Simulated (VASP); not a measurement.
# Ge (I4_1/amd) in VASP: single point with r2SCAN

Aim: the single point of Ge with r2SCAN.

Everything below comes from runs of VASP 6.6.1. Logs are shortened: lines on timing, memory, paths and dates and some standing lists are left out, and cuts for length are marked.

**1. The cell of the first run**

Symmetry: I4_1/amd, No. 141, tetragonal system. Conventional cell: a = 3.961 Å, b = 3.961 Å, c = 5.700 Å, α = 90.00°, β = 90.00°, γ = 90.00°. Ge (site symmetry -4m2) has 4 Ge at 2.44 Å within 3.2 Å.

**2. Single point, r2SCAN, non-collinear spin, zero start, spin-orbit coupling**

File POSCAR:

```
Ge
1.0
    0.0000000000      2.8007100000      2.8502460000
    2.8007100000      0.0000000000      2.8502460000
    2.8007100000      2.8007100000      0.0000000000
Ge
2
Direct
    0.0000000000      0.0000000000      0.0000000000
    0.2500000000      0.2500000000      0.2500000000
```

File INCAR.step1:

```
SYSTEM = Ge
ALGO = Normal ; EDIFF = 1E-4
ENCUT = 520 ; GGA = PE
GGA_COMPAT = .False. ; ISMEAR = 0
LASPH = .True. ; LCHARG = .False.
LREAL = .False. ; LSORBIT = .True.
LWAVE = .True. ; MAGMOM = 0 0 0 0 0 0
NBANDS = 40 ; NELM = 150
PREC = Accurate ; SIGMA = 0.01
```

File INCAR.step2:

```
SYSTEM = Ge
ALGO = Normal ; EDIFF = 1E-6
ENCUT = 520 ; GGA_COMPAT = .False.
ISIF = 2 ; ISMEAR = 0
ISTART = 1 ; LASPH = .True.
LCHARG = .False. ; LMIXTAU = .True.
LORBIT = 11 ; LORBMOM = .True.
LREAL = .False. ; LSORBIT = .True.
LWAVE = .False. ; MAGMOM = 0 0 0 0 0 0
METAGGA = R2SCAN ; NBANDS = 40
NELM = 150 ; PREC = Accurate
SIGMA = 0.01
```

File KPOINTS:

```
k-points
0
Gamma
  10 10 10
  0 0 0
```

Potentials or basis: VASP PAW PBE potentials, release 64 (Ge_d).

Run with:

```console
> cat potpaw_PBE.64/Ge_d/POTCAR > POTCAR
> cp INCAR.step1 INCAR
> mpirun -np 1 vasp_ncl > vasp.out
> cp INCAR.step2 INCAR
> mpirun -np 1 vasp_ncl > vasp.out
```

OUTCAR:

```text
SYSTEM = Ge
   EDIFF = 1E-6
   ENCUT = 520
   ISIF = 2
   ISMEAR = 0
   ISTART = 1
   LASPH = .True.
   LORBIT = 11
   LREAL = .False.
   LSORBIT = .True.
   METAGGA = R2SCAN
   NELM = 150
   PREC = Accurate

 ion  position               nearest neighbor table
   1  0.000  0.000  0.000-   2 2.44   2 2.44   2 2.44   2 2.44
   2  0.250  0.250  0.250-   1 2.44   1 2.44   1 2.44   1 2.44

  LATTYP: Found a body centered tetragonal cell.
 ALAT       =     3.9608020663
 C/A-ratio  =     1.4392266780

  Lattice vectors:

 A1 = (  -2.8007100000,   0.0000000000,   2.8502460000)
 A2 = (   2.8007100000,   0.0000000000,   2.8502460000)
 A3 = (   0.0000000000,   2.8007100000,  -2.8502460000)

Analysis of symmetry for initial positions (statically):
=====================================================================
 Subroutine PRICEL returns:
 Original cell was already a primitive cell.

 Routine SETGRP: Setting up the symmetry group for a
 body centered tetragonal supercell.

 Subroutine GETGRP returns: Found 16 space group operations
 (whereof  8 operations were pure point group operations)
 out of a pool of 16 trial point group operations.

The static configuration has the point symmetry D_2d.
 The point group associated with its full space group is D_4h.

Analysis of symmetry for dynamics (positions and initial velocities):
=====================================================================
 Subroutine PRICEL returns:
 Original cell was already a primitive cell.

 Routine SETGRP: Setting up the symmetry group for a
 body centered tetragonal supercell.

 Subroutine GETGRP returns: Found 16 space group operations
 (whereof  8 operations were pure point group operations)
 out of a pool of 16 trial point group operations.

The dynamic configuration has the point symmetry D_2d.
 The point group associated with its full space group is D_4h.

Analysis of structural, dynamic, and magnetic symmetry:
=====================================================================
 Subroutine PRICEL returns:
 Original cell was already a primitive cell.

 Routine SETGRP: Setting up the symmetry group for a
 body centered tetragonal supercell.

 Subroutine GETGRP returns: Found 16 space group operations
 (whereof  8 operations were pure point group operations)
 out of a pool of 16 trial point group operations.

The overall configuration has the point symmetry D_2d.
 The point group associated with its full space group is D_4h.

 Subroutine INISYM returns: Found 16 space group operations
 (whereof  8 operations are pure point group operations),
 and found     1 'primitive' translations

----------------------------------------------------------------------------------------

                                     Primitive cell

  volume of cell :      44.7145

  direct lattice vectors                    reciprocal lattice vectors
     0.000000000  2.800710000  2.850246000    -0.178526159  0.178526159  0.175423455
     2.800710000  0.000000000  2.850246000     0.178526159 -0.178526159  0.175423455
     2.800710000  2.800710000  0.000000000     0.178526159  0.178526159 -0.175423455

  length of vectors
     3.995982828  3.995982828  3.960802066     0.307435469  0.307435469  0.307435469

  position of ions in fractional coordinates (direct lattice)
     0.000000000  0.000000000  0.000000000
     0.250000000  0.250000000  0.250000000

  ion indices of the primitive-cell ions
   primitive index   ion index
                 1           1
                 2           2

----------------------------------------------------------------------------------------

 KPOINTS: k-points

Automatic generation of k-mesh.
 Grid dimensions read from file:
 generate k-points for:   10   10   10

 Generating k-lattice:

  Cartesian coordinates                     Fractional coordinates (reciprocal lattice)
    -0.017852616  0.017852616  0.017542345     0.100000000  0.000000000  0.000000000
     0.017852616 -0.017852616  0.017542345     0.000000000  0.100000000  0.000000000
     0.017852616  0.017852616 -0.017542345    -0.000000000 -0.000000000  0.100000000

  Length of vectors
     0.030743547  0.030743547  0.030743547

  Shift w.r.t. Gamma in fractional coordinates (k-lattice)
     0.000000000  0.000000000  0.000000000

 Subroutine IBZKPT returns following result:
 ===========================================

 Found    102 irreducible k-points:

 Following reciprocal coordinates:
            Coordinates               Weight
  0.000000  0.000000  0.000000      1.000000
  0.100000 -0.000000  0.000000      8.000000
  0.200000 -0.000000  0.000000      8.000000
  0.300000  0.000000  0.000000      8.000000
  0.400000  0.000000  0.000000      8.000000
  0.500000  0.000000  0.000000      4.000000
[... 16 lines left out ...]
  0.300000  0.300000  0.000000      2.000000
  0.400000  0.300000  0.000000      8.000000
 [... further k-points ...]
   k-points           NKPTS =    102   k-points in BZ     NKDIM =    102   number of bands    NBANDS=     40
   number of dos      NEDOS =    301   number of ions     NIONS =      2
   total plane-waves  NPLWV =  27000
   dimension x,y,z NGX =    30 NGY =   30 NGZ =   30
[... 38 lines left out ...]
   LORBIT       =     11    0 simple, 1 ext, 2 COOP (PROOUT), +10 PAW based schemes
   METAGGA = R2SCAN    functional components
   LHFCALC =     F    Hartree Fock is set to
   AEXX    =    0.0000 exact exchange contribution
   IVDW    =     0    specifies the selected vdW correction
   LEPSILON=     F    determine dielectric tensor
   LRPA    =     F    only Hartree local field effects (RPA)
 Gauss-broadening in eV      SIGMA  =   0.01
  energy-cutoff  :      520.00
  volume of cell :       44.71
 maximum number of plane-waves:      2486
 NGX is ok and might be reduce to    30
   NGX = 15   NGY = 15   NGZ = 15

 number of electron      28.0000029 magnetization       0.0000000      0.0000000      0.0000000

 number of electron      28.0000029 magnetization      -0.0000000     -0.0000000     -0.0000000

 number of electron      28.0000029 magnetization      -0.0000000      0.0000000      0.0000000

 number of electron      28.0000029 magnetization      -0.0000000      0.0000000     -0.0000000

 Free energy of the ion-electron system (eV)
  ---------------------------------------------------
  ext. energy  EPLUGINS =         0.00000000
  ---------------------------------------------------
  free energy    TOTEN  =       -27.75170400 eV

  energy without entropy =      -27.75170400  energy(sigma->0) =      -27.75170400

 E-fermi :   5.2090     XC(G=0): -10.8849

 val. band max:        5.0707907355   @ k =   0.0000   0.0000   0.0000
 cond. band min:       5.4036280792   @ k =   0.5000   0.0000   0.0000
 fundamental gap:      0.3328373437
 Fermi energy:         5.2089949686

 k-point     1 :       0.0000    0.0000    0.0000
  band No.  band energies     occupation
      1     -20.8533      1.00000
      2     -20.8533      1.00000
      3     -20.8518      1.00000
      4     -20.8518      1.00000
      5     -20.7858      1.00000
      6     -20.7858      1.00000
[... 1021 lines left out ...]
     39      17.2541      0.00000
     40      17.2542      0.00000

 [... further k-points ...]

------------------------ aborting loop because EDIFF is reached ----------------------------------------

  FORCE on cell =-STRESS in cart. coord.  units (eV):
  Direction    XX          YY          ZZ          XY          YZ          ZX
  --------------------------------------------------------------------------------------
  -------------------------------------------------------------------------------------
  Total        0.6041476      0.6041476      0.1784783      0.0000000     -0.0000000      0.0000000
  in kB       21.6473643     21.6473643      6.3950988      0.0000000     -0.0000000      0.0000000
  external PRESSURE =      16.5632758 kB  Pullay stress =       0.0000000 kB

 VOLUME and BASIS-vectors are now :
 -----------------------------------------------------------------------------
  energy-cutoff  :      520.00
  volume of cell :       44.71
      direct lattice vectors                 reciprocal lattice vectors
     0.000000000  2.800710000  2.850246000    -0.178526159  0.178526159  0.175423455
     2.800710000  0.000000000  2.850246000     0.178526159 -0.178526159  0.175423455
     2.800710000  2.800710000  0.000000000     0.178526159  0.178526159 -0.175423455

 POSITION                                       TOTAL-FORCE (eV/Angst)
 -----------------------------------------------------------------------------------
      0.00000      0.00000      0.00000         0.000000      0.000000      0.000000
      1.40036      1.40036      1.42512        -0.000000     -0.000000      0.000000
 -----------------------------------------------------------------------------------
    total drift:                                0.000000      0.000000      0.000000

  FREE ENERGIE OF THE ION-ELECTRON SYSTEM (eV)
  ---------------------------------------------------
  free  energy   TOTEN  =       -27.7517039977 eV

  energy  without entropy=      -27.7517039977  energy(sigma->0) =      -27.75170400

 orbital moment (x)

 # of ion     p       d       tot
 ----------------------------------------
  1         0.000   0.000   0.000
  2        -0.000  -0.000  -0.000
 ----------------------------------------
            0.000  -0.000   0.000

 orbital moment (y)

 # of ion     p       d       tot
 ----------------------------------------
  1         0.000  -0.000   0.000
  2        -0.000   0.000  -0.000
 ----------------------------------------
            0.000  -0.000   0.000

 orbital moment (z)

 # of ion     p       d       tot
 ----------------------------------------
  1         0.000  -0.000  -0.000
  2         0.000  -0.000  -0.000
 ----------------------------------------
            0.000  -0.000  -0.000

 Spin-Orbit-Coupling matrix elements

 Ion:    1  E_soc:     -0.0173786
 l=   1
     0.0000000    -0.0019671    -0.0019801
    -0.0019671     0.0000000    -0.0019671
    -0.0019801    -0.0019671     0.0000000
 l=   2
     0.0000000    -0.0001856     0.0000000    -0.0001856    -0.0007395
    -0.0001856     0.0000000    -0.0005545    -0.0001856    -0.0001848
     0.0000000    -0.0005545     0.0000000    -0.0005545     0.0000000
    -0.0001856    -0.0001856    -0.0005545     0.0000000    -0.0001848
    -0.0007395    -0.0001848     0.0000000    -0.0001848     0.0000000
 l=   3
     0.0000000     0.0000000     0.0000000     0.0000000     0.0000000     0.0000000     0.0000000
     0.0000000     0.0000000     0.0000000     0.0000000     0.0000000     0.0000000     0.0000000
     0.0000000     0.0000000     0.0000000     0.0000000     0.0000000     0.0000000     0.0000000
     0.0000000     0.0000000     0.0000000     0.0000000     0.0000000     0.0000000     0.0000000
     0.0000000     0.0000000     0.0000000     0.0000000     0.0000000     0.0000000     0.0000000
     0.0000000     0.0000000     0.0000000     0.0000000     0.0000000     0.0000000     0.0000000
     0.0000000     0.0000000     0.0000000     0.0000000     0.0000000     0.0000000     0.0000000

 Ion:    2  E_soc:     -0.0173786
 l=   1
     0.0000000    -0.0019671    -0.0019801
    -0.0019671     0.0000000    -0.0019671
    -0.0019801    -0.0019671     0.0000000
 l=   2
     0.0000000    -0.0001856     0.0000000    -0.0001856    -0.0007395
    -0.0001856     0.0000000    -0.0005545    -0.0001856    -0.0001848
     0.0000000    -0.0005545     0.0000000    -0.0005545     0.0000000
    -0.0001856    -0.0001856    -0.0005545     0.0000000    -0.0001848
    -0.0007395    -0.0001848     0.0000000    -0.0001848     0.0000000
 l=   3
     0.0000000     0.0000000     0.0000000     0.0000000     0.0000000     0.0000000     0.0000000
     0.0000000     0.0000000     0.0000000     0.0000000     0.0000000     0.0000000     0.0000000
     0.0000000     0.0000000     0.0000000     0.0000000     0.0000000     0.0000000     0.0000000
     0.0000000     0.0000000     0.0000000     0.0000000     0.0000000     0.0000000     0.0000000
     0.0000000     0.0000000     0.0000000     0.0000000     0.0000000     0.0000000     0.0000000
     0.0000000     0.0000000     0.0000000     0.0000000     0.0000000     0.0000000     0.0000000
     0.0000000     0.0000000     0.0000000     0.0000000     0.0000000     0.0000000     0.0000000

 total charge

# of ion       s       p       d       tot
------------------------------------------
    1        1.102   1.306  10.025  12.433
    2        1.102   1.306  10.025  12.433
--------------------------------------------------
tot          2.205   2.612  20.050  24.866

 magnetization (x)

# of ion       s       p       d       tot
------------------------------------------
    1        0.000   0.000   0.000   0.000
    2        0.000   0.000   0.000   0.000
--------------------------------------------------
tot          0.000   0.000   0.000   0.000

 magnetization (y)

# of ion       s       p       d       tot
------------------------------------------
    1       -0.000   0.000  -0.000  -0.000
    2       -0.000  -0.000   0.000  -0.000
--------------------------------------------------
tot         -0.000  -0.000  -0.000  -0.000

 magnetization (z)

# of ion       s       p       d       tot
------------------------------------------
    1        0.000  -0.000  -0.000  -0.000
    2        0.000  -0.000  -0.000  -0.000
--------------------------------------------------
tot          0.000  -0.000  -0.000  -0.000
```

It took 33 min on 1 thread of Oxide Virtual Turin-like, shared host; peak memory 0.44 GiB.

What came out:

```yaml
Free_energy: -27.7517 eV
Pressure: 1.7 GPa
Net_moment: 0.00 μB per cell
Valence_electrons_inside_the_program's_atomic_spheres: Ge 12.43
```

Moments on the atoms (μB; x, y, z):
```
Ge  0.00 0.00 0.00
Ge  0.00 0.00 0.00
```

Caveat: the PAW data sets were made with another functional, which shifts forces and pressure a little.
